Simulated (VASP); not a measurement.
# Y: single point with PBE

Y:

```xyz
1
Lattice="2.6749 0.0000 0.0000 0.0000 2.6749 0.0000 0.0000 0.0000 2.6749" Properties=species:S:1:pos:R:3 pbc="T T T"
Y     0.0000    0.0000    0.0000
```

This isn't the form of Y at room conditions, which is hcp.

```json
{
 "Program": "VASP 6.6.1",
 "Task": "single point",
 "Functional": "PBE",
 "Potentials or basis": "VASP PAW PBE potentials, release 64 (Y_sv)",
 "Cutoff": "520 eV",
 "k mesh": "8 × 8 × 8",
 "Occupations": "fermi-dirac, width 0.05 eV",
 "Spin": "no spin polarisation"
}
```

| Quantity | Value |
| --- | --- |
| Pressure | 44.9 GPa |
| Band gap on the k mesh | zero (an odd number of electrons rules out a gap without spin polarisation) |

Levels at points of the mesh, in eV from the Fermi level:
| k point | band 2 | band 3 | band 4 | band 5 | band 6 | band 7 | band 8 | band 9 | band 10 | band 11 |
| --- | --- | --- | --- | --- | --- | --- | --- | --- | --- | --- |
| (0.00, 0.00, 0.00) | -20.98 | -20.98 | -20.98 | -4.66 | -1.84 | -1.84 | 9.26 | 9.26 | 9.26 | 15.45 |
| (0.50, 0.00, 0.00) | -24.34 | -20.62 | -20.62 | -0.99 | -0.49 | 1.84 | 4.00 | 4.00 | 9.88 | 12.04 |
| (0.50, 0.50, 0.00) | -23.74 | -23.74 | -20.30 | -4.42 | 0.94 | 5.19 | 5.19 | 7.64 | 7.64 | 12.58 |
| (0.50, 0.50, 0.50) | -23.21 | -23.21 | -23.21 | -2.17 | -2.17 | -2.17 | 5.62 | 13.01 | 13.01 | 16.47 |

It took 14 s on 1 thread of AMD EPYC 7R13 (shared host), peak memory 0.11 GiB.

Caveat: the cell stands under pressure.
